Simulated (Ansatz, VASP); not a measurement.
**Ti3Si: VASP beside Ansatz**

```
Ti Si
1.0
     5.58381    0.00000    0.00000
    -2.79190    4.83572    0.00000
     0.00000    0.00000    4.02589
Ti Si
6 2
Direct
  0.34318 0.17159 0.75000
  0.82841 0.17159 0.75000
  0.82841 0.65682 0.75000
  0.65682 0.82841 0.25000
  0.17159 0.82841 0.25000
  0.17159 0.34318 0.25000
  0.33333 0.66667 0.75000
  0.66667 0.33333 0.25000
```

Change from the starting cell: strain -0.1000 x Voigt [0, 0, 1, 0, 0, 0], atoms carried along.

Alike in both runs: task single point; functional PBEsol; k mesh 12 × 12 × 10; occupations gaussian, width 0.15 eV; no spin polarisation.

|  | VASP | Ansatz |
| --- | --- | --- |
| version | VASP 6.6.1 | Ansatz 0.2.0 |
| potentials or method | VASP PAW PBE potentials, release 64 (Ti_sv, Si), cutoff 520 eV | scalar-relativistic, plane waves, PAW |
| valence electrons in the cell | 80 | 80 |

Ansatz gave:

* gap on the k mesh at the Fermi level (eV): none
* pressure (GPa): 20.3
* traceless stress, the component that is largest in VASP (GPa): 13.47
* rms of the force components (eV/Å): 0.007

Task: Which values does VASP return?

Result: gap on the k mesh at the Fermi level (eV): none; pressure (GPa): 20.1; traceless stress, the component that is largest in VASP (GPa): 13.44; rms of the force components (eV/Å): 0.016.

VASP's potentials were made for PBE, not for PBEsol. Atom by atom the forces differ by 0.009 eV/Å (rms over components). A gap of «none» marks a metal or a gap that the smearing closes. The functional is the same, so the differences come from potentials, cutoffs and numerics.
